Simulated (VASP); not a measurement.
Runs of VASP 6.6.1 on ZnS. The structure is that of space group F-43m (No. 216), or close to it. The cells are those of the table. 

```csv
task,cell,cutoff (eV),gap on the mesh (eV),pressure (GPa)
single point,"a = 3.879 Å, angles 60.0°, 2 atoms",520,(a),-2.1
single point,"a = 3.916 Å, angles 60.0°, 2 atoms",520,(b),(c)
single point,"a = 3.841 Å, angles 60.0°, 2 atoms",520,3.27,0.0
single point,"a = 3.802 Å, angles 60.0°, 2 atoms",520,3.42,2.5
single point,"a = 3.762 Å, angles 60.0°, 2 atoms",520,3.57,5.3
relaxation of cell and atoms,"relaxed from a = 3.821 Å, angles 60.0°, 2 atoms",600,3.27,0.0
```

Alike in all rows: level HSE06; potentials or basis VASP PAW PBE potentials, release 64 (Zn, S); no spin polarisation; k mesh 4 × 4 × 4; smearing gaussian 0.02 eV.

Problem. Fill in the values left out.

Solution. (a) 3.13; (b) 2.99; (c) -3.8.

Caveats: all runs use coarse meshes; the PAW data sets were made with another functional, which shifts forces and pressure a little.

